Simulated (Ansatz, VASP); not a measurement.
Two plane-wave programs on C

```
CELL_PARAMETERS angstrom
2.54751 0.00000 0.00000
0.00000 2.41707 0.00000
-0.06908 0.00000 6.23339
ATOMIC_POSITIONS crystal
C 0.49980 0.25000 0.58051
C 0.99865 0.75000 0.05672
C 0.50020 0.75000 0.41949
C 0.00135 0.25000 0.94328
C 0.99573 0.75000 0.29100
C 0.00427 0.25000 0.70900
```

Change from the starting cell: the structure that the rattled cell fell into.

Alike in both runs: task relaxation of cell and atoms; functional PBE; k mesh 6 × 8 × 4; occupations gaussian, width 0.1 eV; no spin polarisation.

```csv
,VASP,Ansatz
version,VASP 6.6.1,Ansatz 0.2.0
potentials or method,"VASP PAW PBE potentials, release 64 (C), cutoff 600 eV","scalar-relativistic, plane waves, PAW"
valence electrons in the cell,24,24
```

|  | VASP | Ansatz | Ansatz less VASP |
| --- | --- | --- | --- |
| gap on the k mesh at the Fermi level, each at its own relaxed structure (eV) | none | none | - |
| relaxed volume (Å³/atom) | 6.53 | 6.53 | -0.003 |
| relaxed cell length with the largest relative difference (Å) | 2.577 | 2.576 | -0.0006 |

A gap of «none» marks a metal or a gap that the smearing closes.

The k mesh is coarse, so the values compare programs but aren't converged.
